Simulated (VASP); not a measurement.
## Al9O: single point with PBE

The system is Al9O, a slab with vacuum.

```xyz
10
Lattice="2.8543 0.0000 0.0000 -1.4272 9.7033 0.0000 0.0000 0.0000 20.2903" Properties=species:S:1:pos:R:3 pbc="T T T"
Al    1.4272    0.6297    4.0000
Al    1.4272    3.3179    4.9960
Al    0.0000    5.7962    5.1952
Al    1.4272    8.2746    5.3944
Al    0.0003    1.2395    6.4001
Al   -0.0073    3.9228    7.5233
Al    1.4243    6.4014    7.6799
Al   -0.0084    8.8410    7.8611
Al    1.2270    2.2524    9.2545
O     1.0755    4.1866    8.8533
```

```json
{
 "Program": "VASP 6.6.1",
 "Task": "single point",
 "Functional": "PBE",
 "Potentials or basis": "VASP PAW PBE potentials, release 64 (Al, O)",
 "Cutoff": "520 eV",
 "k mesh": "9 × 3 × 1",
 "Occupations": "gaussian, width 0.1 eV",
 "Spin": "no spin polarisation",
 "Dipole correction": "yes",
 "Further INCAR settings": "ALGO = Normal; EDIFF = 1e-06; NBANDS = 28"
}
```

The largest force is 1.947 eV/Å and the band gap on the k mesh is zero (an odd number of electrons rules out a gap without spin polarisation).

Forces on the atoms (eV/Å):
```
Al   0.031  0.160  0.094
Al   0.045  0.171  0.086
Al  -0.020 -0.250  0.189
Al  -0.003 -0.285 -0.058
Al  -0.032  0.316  0.696
Al  -1.622  0.287 -1.038
Al  -0.087  0.335 -0.060
Al  -0.012  0.135  0.056
Al   0.002 -0.007  0.004
O    1.697 -0.861  0.032
```

Levels at points of the mesh, in eV from the Fermi level:
| k point | band 13 | band 14 | band 15 | band 16 | band 17 | band 18 | band 19 | band 20 | band 21 | band 22 |
| --- | --- | --- | --- | --- | --- | --- | --- | --- | --- | --- |
| (0.00, 0.00, 0.00) | -3.08 | -2.29 | -1.71 | -1.08 | -0.27 | 0.35 | 0.80 | 2.12 | 2.53 | 2.87 |

Wall time 3.6 min on 1 thread of Intel(R) Xeon(R) 6975P-C (Granite Rapids), on a shared host, peak memory 0.7 GiB.

Caveat: an odd number of electrons without spin polarisation forces a metal; a magnetic or distorted state may lie lower.
